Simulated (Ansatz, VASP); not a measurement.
## Al in VASP and in Ansatz

The input INCAR:

```
ALGO = Normal ; EDIFF = 1E-7
ENCUT = 520 ; ISIF = 2
ISMEAR = 0 ; LASPH = True
LCHARG = False ; LREAL = False
LWAVE = False ; NBANDS = 8
NELM = 80 ; PREC = Accurate
SIGMA = 0.15
```

File KPOINTS:

```
k-points
0
Gamma
  20 20 20
```

File POSCAR:

```
Al
1.0
   -1.5514382228      1.5514382228      1.5116577555
    1.5514382228     -1.5514382228      1.5116577555
    1.5514382228      1.5514382228     -1.5116577555
Al
1
Direct
    0.0000000000      0.0000000000      0.0000000000
```

Input for Ansatz:

```yaml
crystal:
  lattice:
    - [-1.5514382228, 1.5514382228, 1.5116577555]
    - [1.5514382228, -1.5514382228, 1.5116577555]
    - [1.5514382228, 1.5514382228, -1.5116577555]
  atoms:
    - { symbol: Al, position: [0.0, 0.0, 0.0] }
basis:
  ecutwfc: 420
kpoints:
  mp_grid: { grid: [20, 20, 20] }
hamiltonian:
  xc: lda
scf:
  occupations: { method: gaussian, width: 0.15 }
output:
  forces: true
  stress: true
  eigenvalues: true
```

Change from the starting cell: strain -0.025 along x and y, -0.050 along z, atoms carried along.

Alike in both runs: task single point; functional LDA; k mesh 20 × 20 × 20; occupations gaussian, width 0.15 eV; no spin polarisation.

```csv
,VASP,Ansatz
version,VASP 6.6.1,Ansatz 0.2.0
potentials or method,"VASP PAW LDA potentials, release 64 (Al), cutoff 520 eV","scalar-relativistic, plane waves, PAW"
valence electrons in the cell,3,3
```

Ansatz gave:

```
gap on the k mesh at the Fermi level (eV)                     : none
pressure (GPa)                                                : 10.1
traceless stress, the component that is largest in VASP (GPa) : -1.07
```

Which values does VASP return?

gap on the k mesh at the Fermi level (eV): none; pressure (GPa): 10.2; traceless stress, the component that is largest in VASP (GPa): -1.08.

LDA's correlation is that of Perdew and Zunger in VASP and of Perdew and Wang (1992) in Ansatz. A gap of «none» marks a metal or a gap that the smearing closes.
